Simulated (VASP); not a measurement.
Write the native input for VASP 6.6.1 that does the following.

- Task: single point
- Functional: PBEsol
- Potentials or basis: VASP PAW PBE potentials, release 64 (Zn, O)
- Cutoff: 520 eV
- k mesh: 9 × 9 × 6
- Occupations: gaussian, width 0.05 eV
- Spin: no spin polarisation
- Dipole correction: no
- Further INCAR settings: ALGO = Normal; EDIFF = 1e-07; NBANDS = 26

The structure of ZnO lies in POSCAR:

```
ZnO
1.0
    3.2905078253      0.0000000000      0.0000000000
   -1.6452539126      2.8496633681      0.0000000000
    0.0000000000      0.0000000000      5.0282250078
Zn O
2 2
Direct
    0.3333333333      0.6666666667      0.0015754469
    0.6666666667      0.3333333333      0.5015754469
    0.3333333333      0.6666666667      0.3503636909
    0.6666666667      0.3333333333      0.8503636909
```

This cell differs from its parent crystal: c/a of the conventional cell at fixed volume 1.5281.

The input as run:

INCAR

```
SYSTEM = ZnO
PREC = Accurate
ENCUT = 520
EDIFF = 1E-7
ISMEAR = 0
SIGMA = 0.05
LREAL = .False.
LASPH = .True.
NELM = 80
ALGO = Normal
ISIF = 2
LWAVE = .False.
LCHARG = .True.
GGA = PS
LELF = .True.
LVHAR = .True.
NBANDS = 26
```

KPOINTS

```
regular mesh
0
Gamma
  9 9 6
  0 0 0
```

Potentials or basis: VASP PAW PBE potentials, release 64 (Zn, O).

The run is started by

```bash
$ cat potpaw_PBE.64/Zn/POTCAR potpaw_PBE.64/O/POTCAR > POTCAR
$ mpirun -np 1 vasp_std > vasp.out
```

Results of the run:

```yaml
Pressure: 7.8 GPa
Largest_force: 3.056 eV/Å
Band_gap_on_the_k_mesh: 0.76 eV, direct
```

Caveat: the PAW data sets were made with another functional, which shifts forces and pressure a little.

It took 79 s on 1 thread of AMD EPYC 7R43 64-Core Processor (Zen 3), with other jobs on the host, peak memory 0.15 GiB.
